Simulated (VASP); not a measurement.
Here is a VASP 6.6.1 calculation.

INCAR

```
SYSTEM = ZrZnN
ALGO     = Normal         ! electronic algorithm
EDIFF    = 1E-7           ! SCF threshold, eV
EDIFFG   = -0.04          ! ionic threshold
ENCUT    = 600            ! plane-wave cutoff, eV
GGA      = PE             ! functional
IBRION   = 2              ! ionic algorithm
ISIF     = 3              ! what is computed and relaxed
ISMEAR   = 0              ! smearing method
LASPH    = .TRUE.         ! aspherical terms in the spheres
LCHARG   = .FALSE.        ! write CHGCAR
LREAL    = .FALSE.        ! projectors in reciprocal space
LWAVE    = .FALSE.        ! write WAVECAR
NELM     = 60             ! most SCF steps
NSW      = 90             ! ionic steps
PREC     = Accurate       ! precision mode
SIGMA    = 0.1            ! smearing width, eV
```

Contents of KPOINTS:

```
k-points
0
G
  6 6 2
  0 0 0
```

The input POSCAR:

```
ZrZnN
1.0
    3.0067845000      0.0000000000      0.0000000000
    0.0000000000      3.0067845000      0.0000000000
    0.0000000000      0.0000000000      7.6121126300
Zr Zn N
2 2 2
Direct
    0.0000000000      0.5000000000      0.3350000100
    0.5000000000      0.0000000000      0.6649999900
    0.0000000000      0.5000000000      0.8999999800
    0.5000000000      0.0000000000      0.1000000200
    0.0000000000      0.5000000000      0.6169999800
    0.5000000000      0.0000000000      0.3830000200
```

Potentials or basis: VASP PAW PBE potentials, release 64 (Zr_sv, Zn, N).

Command:

```bash
$ cat potpaw_PBE.64/Zr_sv/POTCAR potpaw_PBE.64/Zn/POTCAR potpaw_PBE.64/N/POTCAR > POTCAR
$ mpirun -np 1 vasp_std > vasp.out
```

Predict the relaxed volume.

13.46 Å³/atom.

Predict the band gap on the k mesh.

zero (band 29 reaches 10.42 eV, above the bottom of band 30 at 6.98 eV).

Predict the relaxed cell.

a = 3.229 Å, b = 3.229 Å, c = 7.746 Å, α = 90.00°, β = 90.00°, γ = 90.00°.

Final structure:
```
Zr Zn N
1.0
     3.22922    0.00000    0.00000
     0.00000    3.22922    0.00000
     0.00000    0.00000    7.74578
Zr Zn N
2 2 2
Direct
  0.00000 0.50000 0.34869
  0.50000 0.00000 0.65131
  0.00000 0.50000 0.92651
  0.50000 0.00000 0.07349
  0.00000 0.50000 0.63719
  0.50000 0.00000 0.36281
```

Caveat: the k points lie up to 0.41 Å⁻¹ apart in the final cell; the volume moved by over 15 % at a fixed basis, so the end points are rough.
